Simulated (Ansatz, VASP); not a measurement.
# AlNi3: VASP beside Ansatz

INCAR

```
PREC = Accurate ; ENCUT = 520
EDIFF = 1E-6 ; ISMEAR = 0
SIGMA = 0.15 ; LREAL = F
LASPH = T ; NELM = 60
ALGO = Fast ; ISIF = 2
LWAVE = F ; LCHARG = F
GGA = PS ; NBANDS = 24
```

Contents of KPOINTS:

```
regular mesh
0
Gamma
  16 16 16
```

The input POSCAR:

```
AlNi3
1.0
    0.0000000000      2.9541873639      2.5110592593
    2.9541873639      0.0000000000      2.5110592593
    2.9541873639      2.9541873639      0.0000000000
Al Ni
1 3
Direct
    0.5000000000      0.5000000000      0.5000000000
    0.2500000000      0.2500000000      0.2500000000
    0.0000000000      0.0000000000      0.0000000000
    0.7500000000      0.7500000000      0.7500000000
```

Input for Ansatz:

```yaml
crystal:
  lattice:
    - [0.0, 2.9541873639, 2.5110592593]
    - [2.9541873639, 0.0, 2.5110592593]
    - [2.9541873639, 2.9541873639, 0.0]
  atoms:
    - { symbol: Al, position: [0.5, 0.5, 0.5] }
    - { symbol: Ni, position: [0.25, 0.25, 0.25] }
    - { symbol: Ni, position: [0.0, 0.0, 0.0] }
    - { symbol: Ni, position: [0.75, 0.75, 0.75] }
basis:
  ecutwfc: 420
kpoints:
  mp_grid: { grid: [16, 16, 16] }
hamiltonian:
  xc: pbesol
scf:
  occupations: { method: gaussian, width: 0.15 }
output:
  forces: true
  stress: true
  eigenvalues: true
```

Alike in both runs: task single point; functional PBEsol; k mesh 16 × 16 × 16; occupations gaussian, width 0.15 eV; no spin polarisation.

```csv
,VASP,Ansatz
version,VASP 6.6.1,Ansatz 0.2.0
potentials or method,"VASP PAW PBE potentials, release 64 (Al, Ni), cutoff 520 eV","scalar-relativistic, plane waves, PAW"
valence electrons in the cell,33,57
```

Ansatz gave:

```
gap on the k mesh at the Fermi level (eV)                     : none
pressure (GPa)                                                : 1.5
traceless stress, the component that is largest in VASP (GPa) : 7.28
```

What did VASP give for the same quantities?

gap on the k mesh at the Fermi level (eV): none; pressure (GPa): 1.5; traceless stress, the component that is largest in VASP (GPa): 7.38.

VASP's potentials were made for PBE, not for PBEsol. A gap of «none» marks a metal or a gap that the smearing closes. VASP's potentials hold 33 valence electrons a cell and Ansatz's 57, so a difference there can come from the potentials and not from the codes.
